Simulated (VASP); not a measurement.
Set up this calculation in VASP 6.6.1, as the native input.

```yaml
Task: single point
Functional: PBEsol
Potentials_or_basis: VASP PAW PBE potentials, release 64 (W_sv)
Cutoff: 520 eV
k_mesh: 14 × 14 × 1
Occupations: fermi-dirac, width 0.1 eV
Spin: no spin polarisation
Dipole_correction: no
Further_INCAR_settings: ALGO = Normal; EDIFF = 1e-06; NBANDS = 43
```

The structure of W lies in POSCAR:

```
W
1.0
    2.7313605564      0.0000000000      0.0000000000
   -0.9104535188      2.5751514284      0.0000000000
    0.0000000000      0.0000000000     24.9206000000
W
5
Direct
    0.0000000000      0.0000000000      0.3239899875
    0.5000000000      0.5000000000      0.4102844142
    0.0000000000      0.0000000000      0.5000000000
    0.5000000000      0.5000000000      0.5897155855
    0.0000000000      0.0000000000      0.6760100128
```

The input as run:

INCAR

```
PREC = Accurate ; ENCUT = 520
EDIFF = 1E-6 ; ISMEAR = -1
SIGMA = 0.1 ; LREAL = False
LASPH = True ; NELM = 100
ALGO = Normal ; ISIF = 2
LWAVE = False ; LCHARG = False
GGA = PS ; NBANDS = 43
```

KPOINTS

```
regular mesh
0
Gamma
  14 14 1
```

Potentials or basis: VASP PAW PBE potentials, release 64 (W_sv).

Launch:

```console
$ cat potpaw_PBE.64/W_sv/POTCAR > POTCAR
$ mpirun -np 1 vasp_std > vasp.out
```

It gave:

| Property | Result |
| --- | --- |
| Largest force | 0.042 eV/Å |
| Band gap on the k mesh | zero (bands 35 and 36 overlap by 1.95 eV) |

Caveat: there is no dipole correction, which matters where the two faces differ; the PAW data sets were made with another functional, which shifts forces and pressure a little; spin-orbit coupling is left out, which moves the levels of the heavy elements.

It took 12 min on 1 thread of Oxide Virtual Turin-like Processor, with other jobs on the host, peak memory 0.41 GiB.
